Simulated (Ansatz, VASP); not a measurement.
## CaSe in VASP and in Ansatz

```
CELL_PARAMETERS angstrom
0.00000 2.90589 2.90589
2.90589 0.00000 2.90589
2.90589 2.90589 0.00000
ATOMIC_POSITIONS crystal
Ca 0.00000 0.00000 0.00000
Se 0.50000 0.50000 0.50000
```

Change from the starting cell: volume scaled by 0.95.

Alike in both runs: task single point; functional PBE; k mesh 7 × 7 × 7; occupations fermi-dirac, width 0.02 eV; no spin polarisation.

|  | VASP | Ansatz |
| --- | --- | --- |
| version | VASP 6.6.1 | Ansatz 0.2.0 |
| potentials or method | VASP PAW PBE potentials, release 64 (Ca_sv, Se), cutoff 520 eV | all-electron LAPW, scalar-relativistic |

|  | VASP | Ansatz | Ansatz less VASP |
| --- | --- | --- | --- |
| gap on the k mesh at the Fermi level (eV) | 1.95 | 1.96 | +0.011 |
| pressure (GPa) | 4.4 | 4.2 | -0.23 |

Ansatz ran all-electron here, and VASP with PAW potentials.
